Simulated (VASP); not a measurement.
# AlCo (NiAs type) (P6_3/mmc) in VASP: a series of runs, part 2 of 2

VASP 6.6.1.

## (3) Relaxation of cell and atoms, PBE

This run uses another cell than the first one, of 14.04 Å³/atom, 2.090 times its volume.

INCAR reads:

```
ALGO = Normal
EDIFF = 1E-7
EDIFFG = -0.005
ENCUT = 600
GGA = PE
IBRION = 2
ISIF = 3
ISMEAR = -1
LASPH = T
LCHARG = F
LREAL = F
LWAVE = F
NELM = 60
NSW = 60
PREC = Accurate
SIGMA = 0.05
```

KPOINTS reads:

```
k-points
0
Gamma
  10 10 6
```

POSCAR reads:

```
AlCo
1.0
    3.4714205444      0.0000000000      0.0000000000
   -1.7357102722      3.0063383786      0.0000000000
    0.0000000000      0.0000000000      5.3807018437
Co Al
2 2
Direct
    0.0000000000      0.0000000000      0.0000000000
    0.0000000000      0.0000000000      0.5000000000
    0.3333333333      0.6666666667      0.2500000000
    0.6666666667      0.3333333333      0.7500000000
```

Potentials or basis: VASP PAW PBE potentials, release 64 (Co, Al).

Launch:

```
cat potpaw_PBE.64/Co/POTCAR potpaw_PBE.64/Al/POTCAR > POTCAR
mpirun -np 1 vasp_std > vasp.out
```

OUTCAR:

```text
EDIFF = 1E-7
   EDIFFG = -0.005
   ENCUT = 600
   GGA = PE
   IBRION = 2
   ISIF = 3
   ISMEAR = -1
   LASPH = T
   LREAL = F
   NELM = 60
   NSW = 60
   PREC = Accurate

 ion  position               nearest neighbor table
   1  0.000  0.000  0.000-   3 2.41   4 2.41   3 2.41   4 2.41   4 2.41   3 2.41   2 2.69   2 2.69

   2  0.000  0.000  0.500-   3 2.41   4 2.41   3 2.41   4 2.41   4 2.41   3 2.41   1 2.69   1 2.69

   3  0.333  0.667  0.250-   1 2.41   2 2.41   1 2.41   2 2.41   1 2.41   2 2.41   4 3.35   4 3.35
                             4 3.35   4 3.35   4 3.35   4 3.35
   4  0.667  0.333  0.750-   1 2.41   2 2.41   1 2.41   2 2.41   1 2.41   2 2.41   3 3.35   3 3.35
                             3 3.35   3 3.35   3 3.35   3 3.35

  LATTYP: Found a hexagonal cell.
 ALAT       =     3.4714205444
 C/A-ratio  =     1.5500000000

  Lattice vectors:

 A1 = (   3.4714205444,   0.0000000000,   0.0000000000)
[... 381 lines left out ...]
  ---------------------------------------------------
  free energy    TOTEN  =       -22.84184228 eV

  energy without entropy =      -22.80441917  energy(sigma->0) =      -22.82313072

 E-fermi :   9.6802     XC(G=0): -12.0023

 val. band max:        9.6664683638   @ k =   0.3000   0.1000   0.0000
 cond. band min:       9.6819437300   @ k =   0.3000   0.1000   0.3333
 fundamental gap:      0.0154753662
 Fermi energy:         9.6802092019

 k-point     1 :       0.0000    0.0000    0.0000
  band No.  band energies     occupation
      1      -1.0061      2.00000
      2       0.8225      2.00000
      3       2.7858      2.00000
      4       6.5182      2.00000
      5       8.0587      2.00000
      6       8.3625      2.00000
[... 433 lines left out ...]
      3       6.1820      2.00000
      4       6.3343      2.00000
      5       7.1482      2.00000
      6       7.2269      2.00000
[... 8 lines left out ...]
     15      12.3127      0.00000
     16      13.7200      0.00000

 [... further k-points ...]
[... 5 lines left out ...]
  --------------------------------------------------------------------------------------
  -------------------------------------------------------------------------------------
  Total        0.0062268      0.0062268      0.0144149      0.0000000      0.0000000      0.0000000
  in kB        0.2042380      0.2042380      0.4728054      0.0000000      0.0000000      0.0000000
  external PRESSURE =       0.2937605 kB  Pullay stress =       0.0000000 kB
[... 19 lines left out ...]
  FREE ENERGIE OF THE ION-ELECTRON SYSTEM (eV)
  ---------------------------------------------------
  free  energy   TOTEN  =       -22.8418422761 eV

  energy  without entropy=      -22.8044191704  energy(sigma->0) =      -22.82313072

 reached required accuracy - stopping structural energy minimisation
```

CONTCAR:

```text
AlCo
   1.00000000000000
     2.7324929278437957   -0.0000000000000000   -0.0000000000000000
    -1.3662464639218979    2.3664082911442317   -0.0000000000000000
     0.0000000000000000    0.0000000000000000    7.5542547590060414
  Co              Al
     2     2
Direct
     0.0000000000000000    0.0000000000000000    0.0000000000000000
     0.0000000000000000    0.0000000000000000    0.5000000000000000
     0.3333333332999970    0.6666666667000030    0.2500000000000000
     0.6666666667000030    0.3333333332999970    0.7500000000000000

  0.00000000E+00  0.00000000E+00  0.00000000E+00
  0.00000000E+00  0.00000000E+00  0.00000000E+00
  0.00000000E+00  0.00000000E+00  0.00000000E+00
  0.00000000E+00  0.00000000E+00  0.00000000E+00
```

It took 15 min on 1 thread of Intel Xeon Platinum 8259CL at 2.50GHz (Skylake/Cascade Lake), shared host; peak memory 0.24 GiB.

What came out:

| Item | Value |
| --- | --- |
| Free energy | -22.8418 eV |
| Relaxed volume | 12.21 Å³/atom |
| Relaxed cell | a = 2.732 Å, b = 2.732 Å, c = 7.554 Å, α = 90.00°, β = 90.00°, γ = 120.00° |
| Space group after relaxing (to 0.05 Å) | P6_3/mmc (No. 194) |
| Energy gained by relaxing | 302.7 meV/atom |
| Ionic steps | 25 |
| Pressure after relaxing | 0.0 GPa |
| Band gap on the k mesh | zero (band 12 reaches 10.32 eV, above the bottom of band 13 at 9.03 eV) |

The path:
```tsv
step	energy change (eV)	largest force (eV/Å)	pressure (GPa)	volume (Å³)
1	0.0000	0.0000	-2.39	56.15
2	-0.0273	0.0000	1.02	54.46
3	-0.0296	0.0000	2.43	53.84
4	-0.0481	0.0000	2.63	53.59
5	-0.1009	0.0000	3.45	52.82
6	-0.1511	0.0000	6.19	51.08
7	-0.1991	0.0000	3.23	51.88
8	-0.3290	0.0000	-4.41	54.23
9	-0.3605	0.0000	-15.41	58.66
10	-0.3922	0.0000	-10.10	56.32
11	-0.4078	0.0000	-10.71	56.50
12	-0.4485	0.0000	-12.44	57.03
13	-0.4925	0.0000	-15.48	57.98
14	-0.5692	0.0000	-15.47	57.56
15	-0.7790	0.0000	-15.14	56.18
16	-0.9554	0.0000	-11.97	53.06
17	-0.9502	0.0000	-13.65	54.19
18	-1.0608	0.0000	-10.85	52.86
19	-1.1949	0.0000	-3.74	50.13
20	-1.2068	0.0000	-0.11	49.01
21	-1.2069	0.0000	-0.51	49.12
22	-1.2080	0.0000	-0.42	49.07
23	-1.2102	0.0000	-0.17	48.94
24	-1.2093	0.0000	0.39	48.68
25	-1.2107	0.0000	0.03	48.85
```

Final structure:
```
Co Al
1.0
     2.73249    0.00000    0.00000
    -1.36625    2.36641    0.00000
     0.00000    0.00000    7.55425
Co Al
2 2
Direct
  0.00000 0.00000 0.00000
  0.00000 0.00000 0.50000
  0.33333 0.66667 0.25000
  0.66667 0.33333 0.75000
```

Spin polarisation is off, so any magnetic state and its effect on volume and gap are missing.

## (4) Single point, PBE

This run uses another cell than the first one, of 12.21 Å³/atom, 1.818 times its volume.

INCAR reads:

```
PREC = Accurate
ENCUT = 600
EDIFF = 1E-6
ISMEAR = -1
SIGMA = 0.05
LREAL = F
LASPH = T
NELM = 120
ALGO = Normal
ISIF = 2
LWAVE = F
LCHARG = F
GGA = PE
NBANDS = 28
GGA_COMPAT = F
```

KPOINTS reads:

```
regular mesh
0
Gamma
  10 10 6
```

POSCAR reads:

```
AlCo
1.0
    2.7294172933      0.0000000000      0.0000000000
   -1.3647086467      2.3637447135      0.0000000000
    0.0000000000      0.0000000000      7.5731822471
Co Al
2 2
Direct
    0.0000000000      0.0000000000      0.0000000000
    0.0000000000      0.0000000000      0.5000000000
    0.3333333333      0.6666666667      0.2500000000
    0.6666666667      0.3333333333      0.7500000000
```

Potentials or basis: VASP PAW PBE potentials, release 64 (Co_sv, Al).

Launch:

```
cat potpaw_PBE.64/Co_sv/POTCAR potpaw_PBE.64/Al/POTCAR > POTCAR
mpirun -np 1 vasp_std > vasp.out
```

It took 81 s on 1 thread of Intel Xeon Platinum 8375C at 2.90GHz (Ice Lake), shared host; peak memory 0.23 GiB.

The run converged. Its results:

```yaml
Free_energy: -22.9825 eV
Pressure: -1.4 GPa
Band_gap_on_the_k_mesh: zero (band 20 reaches 11.10 eV, above the bottom of band 21 at 9.82 eV)
```

Levels at points of the mesh, in eV from the Fermi level:
| k point | band 16 | band 17 | band 18 | band 19 | band 20 | band 21 | band 22 | band 23 | band 24 | band 25 |
| --- | --- | --- | --- | --- | --- | --- | --- | --- | --- | --- |
| (0.00, 0.00, 0.00) | -1.31 | -1.31 | -1.10 | -0.64 | -0.64 | -0.53 | -0.53 | 3.92 | 10.47 | 13.15 |
| (0.50, 0.00, 0.00) | -1.13 | -1.07 | -0.90 | -0.85 | 0.11 | 0.12 | 1.26 | 2.34 | 3.42 | 5.15 |
| (0.00, 0.00, 0.50) | -1.32 | -1.32 | -1.32 | -0.59 | -0.59 | -0.59 | -0.59 | 6.94 | 6.94 | 13.82 |
| (0.50, 0.00, 0.50) | -1.82 | -0.99 | -0.99 | 0.11 | 0.11 | 0.32 | 0.32 | 3.76 | 3.76 | 4.20 |

Spin polarisation is off, so any magnetic state and its effect on volume and gap are missing.

## (5) Single point, PBE (volume scaled by 0.8)

INCAR reads:

```
SYSTEM = AlCo
PREC = Accurate ; ENCUT = 600
EDIFF = 1E-6 ; ISMEAR = -1
SIGMA = 0.05 ; LREAL = .FALSE.
LASPH = .TRUE. ; NELM = 120
ALGO = Normal ; ISIF = 2
LWAVE = .FALSE. ; LCHARG = .FALSE.
GGA = PE ; NBANDS = 28
GGA_COMPAT = .FALSE.
```

KPOINTS reads:

```
regular mesh
0
G
  10 10 6
  0 0 0
```

POSCAR reads:

```
AlCo
1.0
    2.5063649354      0.0000000000      0.0000000000
   -1.2531824677      2.1705757052      0.0000000000
    0.0000000000      0.0000000000      7.1848823452
Co Al
2 2
Direct
    0.0000000000      0.0000000000      0.0000000000
    0.0000000000      0.0000000000      0.5000000000
    0.3333333333      0.6666666667      0.2500000000
    0.6666666667      0.3333333333      0.7500000000
```

Launch:

```
cat potpaw_PBE.64/Co_sv/POTCAR potpaw_PBE.64/Al/POTCAR > POTCAR
mpirun -np 1 vasp_std > vasp.out
```

Wall time 32 s (1 thread of Intel Xeon 6975P-C (Granite Rapids), shared host); peak memory 0.2 GiB.

Results (log left out):

```yaml
Free_energy: -21.5507 eV
Pressure: 55.1 GPa
Band_gap_on_the_k_mesh: zero (band 20 reaches 14.66 eV, above the bottom of band 21 at 13.00 eV)
```

Levels at points of the mesh, in eV from the Fermi level:
```
           k point  band 16  band 17  band 18  band 19  band 20  band 21  band 22  band 23  band 24  band 25
(0.00, 0.00, 0.00)    -1.84    -1.84    -1.75    -0.81    -0.81    -0.69    -0.69     4.36    10.65    14.97
(0.50, 0.00, 0.00)    -1.64    -1.38    -1.22    -1.09     0.22     0.22     1.67     2.98     4.56     5.38
(0.00, 0.00, 0.50)    -1.84    -1.84    -1.84    -0.75    -0.75    -0.75    -0.75     7.32     7.32    15.61
(0.50, 0.00, 0.50)    -2.34    -1.30    -1.30     0.22     0.22     0.34     0.34     4.59     4.59     4.80
```

Caveat: the cell differs from its parent crystal (volume scaled by 0.8).

## (6) Summary

| task | potentials or basis | cell | second run | gap on the mesh (eV) | pressure (GPa) |
| --- | --- | --- | --- | --- | --- |
| single point | VASP PAW PBE potentials, release 64 (Co_sv, Al) | a = 2.198, b = 2.198, c = 6.421 Å, angles 90.0, 90.0, 120.0°, 4 atoms | valence_matched | none | 338.4 |
| relaxation of cell and atoms | VASP PAW PBE potentials, release 64 (Co, Al) | relaxed from a = 3.471, b = 3.471, c = 5.381 Å, angles 90.0, 90.0, 120.0°, 4 atoms | - | none | 0.0 |
| single point | VASP PAW PBE potentials, release 64 (Co_sv, Al) | a = 2.729, b = 2.729, c = 7.573 Å, angles 90.0, 90.0, 120.0°, 4 atoms | valence_matched | none | -1.4 |
| single point | VASP PAW PBE potentials, release 64 (Co_sv, Al) | a = 2.506, b = 2.506, c = 7.185 Å, angles 90.0, 90.0, 120.0°, 4 atoms | valence_matched | none | 55.1 |

Alike in all rows: level PBE; no spin polarisation; k mesh 10 × 10 × 6; cutoff (eV) 600; smearing fermi-dirac 0.05 eV.

Total energies depend on the potentials used, so only differences within one code and one set of settings carry meaning.
